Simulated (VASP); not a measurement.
A run of VASP 6.6.1 is set up as follows.

INCAR

```
SYSTEM = W
AGGAC = 1.0
AGGAX = 1.0
ALDAC = 0.0
ALDAX = 1.0
ALGO = Normal
EDIFF = 1E-6
ENCUT = 520
GGA = B5
ISIF = 2
ISMEAR = -1
LASPH = .True.
LCHARG = .False.
LREAL = .False.
LWAVE = .False.
NBANDS = 13
NELM = 100
PREC = Accurate
SIGMA = 0.1
```

The input KPOINTS:

```
k-points
0
Gamma
  7 7 7
  0 0 0
```

POSCAR

```
W
1.0
   -1.6100263886      1.6100263886      1.6100263886
    1.6100263886     -1.6100263886      1.6100263886
    1.6100263886      1.6100263886     -1.6100263886
W
1
Direct
    0.0000000000      0.0000000000      0.0000000000
```

Potentials or basis: VASP PAW PBE potentials, release 64 (W_sv).

Command:

```console
$ cat potpaw_PBE.64/W_sv/POTCAR > POTCAR
$ mpirun -np 1 vasp_std > vasp.out
```

Problem. What does it give for the pressure?

Solution. 2.0 GPa.

Problem. Estimate the band gap on the k mesh.

Solution. Zero (bands 7 and 8 overlap by 4.48 eV).

Caveat: the k points lie up to 0.39 Å⁻¹ apart, too coarse for converged energies and pressures of a metal; the PAW data sets were made with another functional, which shifts forces and pressure a little; spin-orbit coupling is left out, which moves the levels of the heavy elements.
